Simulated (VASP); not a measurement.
# In2O3 (I2_13) in VASP: further runs

Runs on In2O3. Level: PBE. Tasks: electric field gradients.

All numbers are computed with VASP 6.6.1; they aren't measurements. Logs are shortened: lines on timing, memory, paths and dates and some standing lists are left out, and cuts for length are marked.

## 1. The cell of the first run

The typed cell holds 40 atoms: a = 8.764 Å, b = 8.764 Å, c = 8.764 Å, α = 109.47°, β = 109.47°, γ = 109.47°.

## 2. Electric field gradients, PBE

Contents of INCAR:

```
PREC = Accurate ; ENCUT = 520
EDIFF = 1E-8 ; ISMEAR = -1
SIGMA = 0.02 ; LREAL = Auto
LASPH = T ; NELM = 100
ALGO = Normal ; ISIF = 2
LWAVE = F ; LCHARG = F
GGA = PE ; LEFG = T
NBANDS = 202
```

Contents of KPOINTS:

```
regular mesh
0
Gamma
  3 3 3
```

Contents of POSCAR:

```
In2O3
1.0
   -5.0600000000      5.0600000000      5.0600000000
    5.0600000000     -5.0600000000      5.0600000000
    5.0600000000      5.0600000000     -5.0600000000
In O
16 24
Direct
    0.5000563614      0.5000563614      0.5000563614
    0.5000000000      0.0000000000     -0.0000563614
   -0.0000563614      0.5000000000      0.0000000000
    0.0000000000     -0.0000563614      0.5000000000
    0.2500000000      0.2162312703     -0.0337687297
    0.7500000000      0.2837687297      0.5337687297
   -0.0337687297      0.2500000000      0.2162312703
    0.5337687297      0.7500000000      0.2837687297
    0.2162312703     -0.0337687297      0.2500000000
    0.2837687297      0.5337687297      0.7500000000
    0.2500000000      0.7162957176      0.4662957176
    0.7500000000      0.7837042824      1.0337042824
    0.4662957176      0.2500000000      0.7162957176
    1.0337042824      0.7500000000      0.7837042824
    0.7162957176      0.4662957176      0.2500000000
    0.7837042824      1.0337042824      0.7500000000
    0.4541760290      0.4638612255      0.2274374085
    0.7364238170      0.2267386204      0.2725625915
    0.0458239710      0.2732613796      0.0096851965
    0.7635761830      0.0361387745      0.4903148035
    0.2274374085      0.4541760290      0.4638612255
    0.2725625915      0.7364238170      0.2267386204
    0.0096851965      0.0458239710      0.2732613796
    0.4903148035      0.7635761830      0.0361387745
    0.4638612255      0.2274374085      0.4541760290
    0.2267386204      0.2725625915      0.7364238170
    0.2732613796      0.0096851965      0.0458239710
    0.0361387745      0.4903148035      0.7635761830
    0.7725646483      0.5457685786      0.5360924082
    0.5096761704      0.2364722401     -0.0360924082
    0.7274353517      0.2635277599      0.7732039303
   -0.0096761704     -0.0457685786      0.7267960697
    0.5360924082      0.7725646483      0.5457685786
   -0.0360924082      0.5096761704      0.2364722401
    0.7732039303      0.7274353517      0.2635277599
    0.7267960697     -0.0096761704     -0.0457685786
    0.5457685786      0.5360924082      0.7725646483
    0.2364722401     -0.0360924082      0.5096761704
    0.2635277599      0.7732039303      0.7274353517
   -0.0457685786      0.7267960697     -0.0096761704
```

Potentials or basis: VASP PAW PBE potentials, release 64 (In_d, O).

Launch:

```
cat potpaw_PBE.64/In_d/POTCAR potpaw_PBE.64/O/POTCAR > POTCAR
mpirun -np 1 vasp_std > vasp.out
```

OUTCAR:

```text
PREC = Accurate
   ENCUT = 520
   EDIFF = 1E-8
   ISMEAR = -1
   LREAL = Auto
   LASPH = T
   NELM = 100
   ISIF = 2
   GGA = PE

 ion  position               nearest neighbor table
   1  0.500  0.500  0.500-  37 2.18  33 2.18  29 2.18  17 2.18  21 2.18  25 2.18   6 3.35   8 3.35
                            10 3.35  11 3.35  13 3.35  15 3.35  14 3.83  16 3.83  12 3.83   5 3.83
   2  0.500  0.000  1.000-  30 2.18  36 2.18  39 2.18  27 2.18  18 2.18  24 2.18   5 3.35   7 3.35
                            10 3.35  12 3.35  14 3.35  15 3.35  13 3.83  16 3.83  11 3.83   8 3.83
   3  1.000  0.500  0.000-  31 2.18  34 2.18  40 2.18  19 2.18  22 2.18  28 2.18   6 3.35   7 3.35
                             9 3.35  11 3.35  14 3.35  16 3.35  15 3.83  12 3.83  13 3.83   5 3.83
   4  0.000  1.000  0.500-  35 2.18  38 2.18  32 2.18  23 2.18  26 2.18  20 2.18   5 3.35   8 3.35
                             9 3.35  12 3.35  13 3.35  16 3.35  14 3.83  11 3.83  15 3.83   7 3.83
   5  0.250  0.216  0.966-  17 2.13  19 2.13  26 2.19  27 2.19  30 2.23  32 2.23   2 3.35   4 3.35
                            14 3.36  13 3.36  15 3.36  16 3.36   3 3.83   1 3.83  10 3.84   9 3.84
   6  0.750  0.284  0.534-  18 2.13  20 2.13  28 2.19  25 2.19  29 2.23  31 2.23   1 3.35   3 3.35
                            13 3.36  14 3.36  16 3.36  15 3.36   4 3.83   2 3.83   7 3.84  10 3.84
   7  0.966  0.250  0.216-  21 2.13  23 2.13  18 2.19  19 2.19  34 2.23  36 2.23   2 3.35   3 3.35
                            15 3.36  16 3.36  11 3.36  12 3.36   1 3.83   4 3.83   6 3.84  10 3.84
   8  0.534  0.750  0.284-  22 2.13  24 2.13  20 2.19  17 2.19  33 2.23  35 2.23   1 3.35   4 3.35
                            15 3.36  16 3.36  12 3.36  11 3.36   2 3.83   3 3.83  10 3.84   5 3.84
   9  0.216  0.966  0.250-  25 2.13  27 2.13  22 2.19  23 2.19  38 2.23  40 2.23   3 3.35   4 3.35
[... 37 lines left out ...]
  39  0.264  0.773  0.727-  11 2.13   2 2.18  14 2.19  10 2.23
  40  0.954  0.727  0.990-  12 2.13   3 2.18  14 2.19   9 2.23

  LATTYP: Found a body centered cubic cell.
 ALAT       =    10.1200000000

  Lattice vectors:

 A1 = (  -5.0600000000,   5.0600000000,   5.0600000000)
 A2 = (   5.0600000000,  -5.0600000000,   5.0600000000)
 A3 = (   5.0600000000,   5.0600000000,  -5.0600000000)

Analysis of symmetry for initial positions (statically):
=====================================================================
 Subroutine PRICEL returns:
 Original cell was already a primitive cell.

 Routine SETGRP: Setting up the symmetry group for a
 body centered cubic supercell.

 Subroutine GETGRP returns: Found 12 space group operations
 (whereof  3 operations were pure point group operations)
 out of a pool of 48 trial point group operations.

The static configuration has the point symmetry C_3 .
 The point group associated with its full space group is T   .

Analysis of symmetry for dynamics (positions and initial velocities):
=====================================================================
 Subroutine PRICEL returns:
 Original cell was already a primitive cell.

 Routine SETGRP: Setting up the symmetry group for a
 body centered cubic supercell.

 Subroutine GETGRP returns: Found 12 space group operations
 (whereof  3 operations were pure point group operations)
 out of a pool of 48 trial point group operations.

The dynamic configuration has the point symmetry C_3 .
 The point group associated with its full space group is T   .

 Subroutine INISYM returns: Found 12 space group operations
 (whereof  3 operations are pure point group operations),
 and found     1 'primitive' translations

----------------------------------------------------------------------------------------

                                     Primitive cell

  volume of cell :     518.2169

  direct lattice vectors                    reciprocal lattice vectors
    -5.060000000  5.060000000  5.060000000     0.000000000  0.098814229  0.098814229
     5.060000000 -5.060000000  5.060000000     0.098814229  0.000000000  0.098814229
     5.060000000  5.060000000 -5.060000000     0.098814229  0.098814229  0.000000000

  length of vectors
     8.764177086  8.764177086  8.764177086     0.139744423  0.139744423  0.139744423

  position of ions in fractional coordinates (direct lattice)
     0.500056361  0.500056361  0.500056361
     0.500000000  0.000000000  0.999943639
     0.999943639  0.500000000  0.000000000
     0.000000000  0.999943639  0.500000000
     0.250000000  0.216231270  0.966231270
     0.750000000  0.283768730  0.533768730
[... 134 lines left out ...]
   ISIF   =      2    stress and relaxation
   ISYM   =      2    0-nonsym 1-usesym 2-fastsym
   POTIM  = 0.5000    time-step for ionic-motion
   TEBEG  =    0.0;   TEEND  =   0.0 temperature during run
   PSTRESS=    0.0 pullay stress
   NELECT =     352.0000    total number of electrons
   NUPDOWN=      -1.0000    fix difference up-down
   EMIN   =  10.00;   EMAX   =-10.00  energy-range for DOS
   EFERMI =   0.00;   METHOD = LEGACY
   ISMEAR =    -1;   SIGMA  =   0.02  broadening in eV -4-tet -1-fermi 0-gaus
   EFERMI_NEDOS =   21; number of points for ismear=-14 and -15
   IALGO  =     38    algorithm
   IMIX   =      4    mixing-type and parameters
     AMIX     =   0.40;   BMIX     =  1.00
     AMIX_MAG =   1.60;   BMIX_MAG =  1.00
  volume/ion in A,a.u.               =      12.96        87.43
  Fermi-wavevector in a.u.,A,eV,Ry     =   1.439081  2.719469 28.177037  2.070954
  Thomas-Fermi vector in A             =   2.557976
   LORBIT       =      0    0 simple, 1 ext, 2 COOP (PROOUT), +10 PAW based schemes
   GGA     = PE    functional components
   LHFCALC =     F    Hartree Fock is set to
   AEXX    =    0.0000 exact exchange contribution
   IVDW    =     0    specifies the selected vdW correction
   LEPSILON=     F    determine dielectric tensor
   LRPA    =     F    only Hartree local field effects (RPA)
 non-spin polarized calculation
  energy-cutoff  :      520.00
  volume of cell :      518.22
 maximum number of plane-waves:     14027
 NGX is ok and might be reduce to    70
   NGX = 33   NGY = 33   NGZ = 33

 number of electron     352.0000041 magnetization

 Free energy of the ion-electron system (eV)
  ---------------------------------------------------
  ext. energy  EPLUGINS =         0.00000000
  ---------------------------------------------------
  free energy    TOTEN  =      -222.37181828 eV

  energy without entropy =     -222.37181828  energy(sigma->0) =     -222.37181828

 E-fermi :   5.9851     XC(G=0): -11.0228

 val. band max:        5.5240527558   @ k =   0.0000   0.0000   0.0000
 cond. band min:       6.7219819035   @ k =   0.0000   0.0000   0.0000
 fundamental gap:      1.1979291477
 Fermi energy:         5.9851319685

 k-point     1 :       0.0000    0.0000    0.0000
  band No.  band energies     occupation
      1     -12.2818      2.00000
      2     -11.6681      2.00000
      3     -11.6681      2.00000
      4     -11.5904      2.00000
      5     -11.5904      2.00000
      6     -11.5904      2.00000
[... 753 lines left out ...]
    187      12.0402      0.00000
    188      12.1427      0.00000
 [bands above 188 left out]

------------------------ aborting loop because EDIFF is reached ----------------------------------------

  FORCE on cell =-STRESS in cart. coord.  units (eV):
  Direction    XX          YY          ZZ          XY          YZ          ZX
  --------------------------------------------------------------------------------------
  -------------------------------------------------------------------------------------
  Total       27.4431153     27.4431153     27.4431153      0.0000000      0.0000000      0.0000000
  in kB       84.8462107     84.8462107     84.8462107      0.0000000      0.0000000      0.0000000
  external PRESSURE =      84.8462107 kB  Pullay stress =       0.0000000 kB

 VOLUME and BASIS-vectors are now :
 -----------------------------------------------------------------------------
  energy-cutoff  :      520.00
  volume of cell :      518.22
      direct lattice vectors                 reciprocal lattice vectors
    -5.060000000  5.060000000  5.060000000     0.000000000  0.098814229  0.098814229
     5.060000000 -5.060000000  5.060000000     0.098814229  0.000000000  0.098814229
     5.060000000  5.060000000 -5.060000000     0.098814229  0.098814229  0.000000000

 POSITION                                       TOTAL-FORCE (eV/Angst)
 -----------------------------------------------------------------------------------
      2.53029      2.53029      2.53029        -0.006714     -0.006714     -0.006714
      2.52971      7.58971     -2.52971         0.006714      0.006714     -0.006714
     -2.52971      2.52971      7.58971        -0.006714      0.006714      0.006714
      7.58971     -2.52971      2.52971         0.006714     -0.006714      0.006714
      4.71826      5.06000     -2.53000         0.006831     -0.000000     -0.000000
      0.34174      5.06000      2.53000        -0.006831     -0.000000     -0.000000
[... 32 lines left out ...]
      6.25978      1.10186      1.56504         0.010777      0.003842      0.011414
      3.86022      6.16186      3.49496        -0.010777      0.003842     -0.011414
 -----------------------------------------------------------------------------------
    total drift:                               -0.000000     -0.000000      0.000000

  FREE ENERGIE OF THE ION-ELECTRON SYSTEM (eV)
  ---------------------------------------------------
  free  energy   TOTEN  =      -222.3718182799 eV

  energy  without entropy=     -222.3718182798  energy(sigma->0) =     -222.37181828

 Electric field gradients (V/A^2)
---------------------------------------------------------------------
 ion       V_xx      V_yy      V_zz      V_xy      V_xz      V_yz
---------------------------------------------------------------------
   1      -0.000    -0.000     0.000    39.353    39.353    39.353
   2       0.000     0.000    -0.000    39.353   -39.352   -39.352
   3      -0.000     0.000     0.000   -39.352   -39.352    39.353
   4       0.000    -0.000     0.000   -39.352    39.353   -39.352
   5      -2.033   -14.754    16.787    -0.000    -0.000   -45.525
   6      -2.033   -14.754    16.787    -0.000    -0.000    45.526
[... 32 lines left out ...]
  39       5.316    -0.573    -4.743    12.814   -14.379     9.954
  40       5.317    -0.575    -4.742   -12.813   -14.382    -9.953
---------------------------------------------------------------------

 Electric field gradients after diagonalization (V/A^2)
 (convention: |V_zz| > |V_xx| > |V_yy|)
----------------------------------------------------------------------
 ion       V_xx      V_yy      V_zz     asymmetry (V_yy - V_xx)/ V_zz
----------------------------------------------------------------------
   1     -39.353   -39.353    78.705       0.000
   2     -39.353   -39.352    78.704       0.000
   3     -39.353   -39.352    78.704       0.000
   4     -39.353   -39.352    78.704       0.000
   5     -47.163    -2.033    49.196       0.917
   6     -47.163    -2.033    49.197       0.917
[... 32 lines left out ...]
  39      17.571     7.464   -25.034       0.404
  40      17.572     7.462   -25.034       0.404
----------------------------------------------------------------------

           NMR quadrupolar parameters

 Cq : quadrupolar parameter    Cq=e*Q*V_zz/h
 eta: asymmetry parameters     (V_yy - V_xx)/ V_zz
 Q  : nuclear electric quadrupole moment in mb (millibarn)
----------------------------------------------------------------------
 ion       Cq(MHz)       eta       Q (mb)
----------------------------------------------------------------------
   1       0.190       0.000       1.000
   2       0.190       0.000       1.000
   3       0.190       0.000       1.000
   4       0.190       0.000       1.000
   5       0.119       0.917       1.000
   6       0.119       0.917       1.000
[... 32 lines left out ...]
  39      -0.061       0.404       1.000
  40      -0.061       0.404       1.000
----------------------------------------------------------------------
```

It took 21 min on 1 thread of Intel Xeon Platinum 8259CL at 2.50GHz (Skylake/Cascade Lake), shared host; peak memory 0.82 GiB.

Results:

```
Free energy                             : -222.3718 eV
Pressure                                : 8.5 GPa
Largest force                           : 0.016 eV/Å
Band gap on the k mesh                  : 1.20 eV
Largest electric field gradient by atom : In +78.7, +49.2, +49.3 (each value once); O -25.1, -25.0 (each value once) V/Å²
```

Forces in eV/Å, atoms in the order of the input:
```
In  -0.007 -0.007 -0.007
In   0.007  0.007 -0.007
In  -0.007  0.007  0.007
In   0.007 -0.007  0.007
In   0.007  0.000  0.000
In  -0.007  0.000  0.000
In   0.000  0.007  0.000
In   0.000 -0.007  0.000
In   0.000  0.000  0.007
In   0.000  0.000 -0.007
In  -0.008  0.000  0.000
In   0.008  0.000  0.000
In   0.000 -0.008  0.000
In   0.000  0.008  0.000
In   0.000  0.000 -0.008
In   0.000  0.000  0.008
O    0.010  0.009 -0.005
O   -0.010 -0.009 -0.005
O    0.010 -0.009  0.005
O   -0.010  0.009  0.005
O   -0.005  0.010  0.009
O   -0.005 -0.010 -0.009
O    0.005  0.010 -0.009
O    0.005 -0.010  0.009
O    0.009 -0.005  0.010
O   -0.009 -0.005 -0.010
O   -0.009  0.005  0.010
O    0.009  0.005 -0.010
O    0.011 -0.011 -0.004
O   -0.011  0.011 -0.004
O    0.011  0.011  0.004
O   -0.011 -0.011  0.004
O   -0.004  0.011 -0.011
O   -0.004 -0.011  0.011
O    0.004  0.011  0.011
O    0.004 -0.011 -0.011
O   -0.011 -0.004  0.011
O    0.011 -0.004 -0.011
O    0.011  0.004  0.011
O   -0.011  0.004 -0.011
```

Electric field gradients, principal values (V/Å²):
```
 atom    least   middle  greatest (by size)
 1 In  -39.353  -39.353              78.705
 2 In  -39.352  -39.353              78.704
 3 In  -39.352  -39.353              78.704
 4 In  -39.352  -39.353              78.704
 5 In   -2.033  -47.163              49.196
 6 In   -2.033  -47.163              49.197
 7 In   -2.033  -47.163              49.196
 8 In   -2.033  -47.163              49.197
 9 In   -2.033  -47.163              49.196
10 In   -2.033  -47.163              49.197
11 In   -2.164  -47.132              49.295
12 In   -2.163  -47.132              49.295
13 In   -2.164  -47.132              49.295
14 In   -2.163  -47.132              49.295
15 In   -2.164  -47.132              49.295
16 In   -2.163  -47.132              49.295
 17 O    7.403   17.651             -25.054
 18 O    7.408   17.646             -25.054
 19 O    7.406   17.648             -25.055
 20 O    7.408   17.647             -25.055
 21 O    7.403   17.651             -25.054
 22 O    7.408   17.646             -25.054
 23 O    7.406   17.648             -25.055
 24 O    7.408   17.647             -25.055
 25 O    7.403   17.651             -25.054
 26 O    7.408   17.646             -25.054
 27 O    7.406   17.648             -25.055
 28 O    7.408   17.647             -25.055
 29 O    7.459   17.575             -25.034
 30 O    7.464   17.571             -25.035
 31 O    7.464   17.571             -25.034
 32 O    7.462   17.572             -25.034
 33 O    7.459   17.575             -25.034
 34 O    7.464   17.571             -25.035
 35 O    7.464   17.571             -25.034
 36 O    7.462   17.572             -25.034
 37 O    7.459   17.575             -25.034
 38 O    7.464   17.571             -25.035
 39 O    7.464   17.571             -25.034
 40 O    7.462   17.572             -25.034
```

Caveat: the cell stands under pressure; without QUAD_EFG the Cq values of the log hold for a quadrupole moment of 1 mb, not for the nuclei; spin-orbit coupling is left out, which moves the levels of the heavy elements.

[end of part 1 of 2]
